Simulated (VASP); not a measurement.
## TaMo2C3: single point with PBE

The system is TaMo2C3.

```
CELL_PARAMETERS angstrom
-2.09467 2.09467 4.96184
2.09467 -2.09467 4.96184
2.09467 2.09467 -4.96184
ATOMIC_POSITIONS crystal
Ta 0.85709 0.85709 0.00000
Mo 0.64289 0.14289 0.50000
Mo 0.14289 0.64289 0.50000
C 0.52039 0.52039 0.00000
C 0.89874 0.39874 0.50000
C 0.39874 0.89874 0.50000
```

The cell was built from a structure type or drawn by symmetry, and may not be a known phase.

* Program: VASP 6.6.1
* Task: single point
* Functional: PBE
* Potentials or basis: VASP PAW PBE potentials, release 64 (Ta_pv, Mo_sv, C)
* Cutoff: 520 eV
* k mesh: 6 × 6 × 6
* Occupations: gaussian, width 0.1 eV
* Spin: no spin polarisation
* Dipole correction: no
* Further INCAR settings: ALGO = Normal; EDIFF = 1e-06; NBANDS = 34

The pressure is -22.8 GPa and the largest force is 2.775 eV/Å. The band gap on the k mesh is zero (an odd number of electrons rules out a gap without spin polarisation).

Forces on the atoms (eV/Å):
```
Ta   0.000  0.000  0.393
Mo   0.000  0.000 -1.955
Mo   0.000  0.000 -1.955
C    0.000  0.000  2.775
C    0.000  0.000  0.371
C    0.000  0.000  0.371
```

Stress tensor (GPa, compression positive):
```
-13.14   0.00   0.00
  0.00 -13.14   0.00
  0.00   0.00 -42.09
```

Levels at points of the mesh, in eV from the Fermi level:
| k point | band 23 | band 24 | band 25 | band 26 | band 27 | band 28 |
| --- | --- | --- | --- | --- | --- | --- |
| (0.00, 0.00, 0.00) | -1.27 | 0.13 | 0.13 | 0.98 | 1.25 | 1.25 |
| (0.50, 0.00, 0.00) | -1.19 | -1.12 | -0.95 | -0.20 | -0.18 | 0.53 |
| (0.50, 0.50, 0.00) | -1.36 | -0.49 | -0.31 | 0.14 | 0.82 | 1.23 |
| (0.50, 0.50, 0.50) | -0.82 | -0.82 | -0.82 | 1.12 | 1.22 | 1.22 |

It took 110 s on 1 thread of Intel(R) Xeon(R) 6975P-C (Granite Rapids) (shared host), peak memory 0.37 GiB.

Caveat: the cell stands under tension; spin-orbit coupling is left out, which moves the levels of the heavy elements; forces of over 1 eV/Å act on the atoms, so gaps and moduli don't describe the material at rest.
